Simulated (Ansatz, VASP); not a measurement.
GaSb3 in VASP and in Ansatz

```
Ga Sb
1.0
     2.54919    1.47177    4.69686
    -2.54919    1.47177    4.69686
     0.00000   -2.94355    4.69686
Ga Sb
1 3
Direct
  0.00000 0.00000 0.00000
  0.72808 0.72808 0.72808
  0.27192 0.27192 0.27192
  0.50000 0.50000 0.50000
```

Alike in both runs: functional PBE; k mesh 4 × 4 × 4; occupations gaussian, width 0.2 eV; no spin polarisation.

Ansatz relaxed the structure, and its values are those at the end. VASP's run is a single point on that final structure, the one shown.

|  | VASP | Ansatz |
| --- | --- | --- |
| version | VASP 6.6.1 | Ansatz 0.2.0 |
| potentials or method | VASP PAW PBE potentials, release 64 (Ga_d, Sb), cutoff 500 eV | scalar-relativistic, plane waves, PAW |
| valence electrons in the cell | 28 | 58 |

|  | VASP | Ansatz | Ansatz less VASP |
| --- | --- | --- | --- |
| gap on the k mesh at the Fermi level (eV) | none | none | - |
| pressure (GPa) | -0.1 | 0.0 | +0.09 |
| rms of the force components (eV/Å) | 0.024 | 0.025 | +0.0011 |

A gap of «none» marks a metal or a gap that the smearing closes. VASP's potentials hold 28 valence electrons a cell and Ansatz's 58, so a difference there can come from the potentials and not from the codes.

The k mesh is coarse, so the values compare programs but aren't converged. Neither program's run includes spin-orbit coupling.
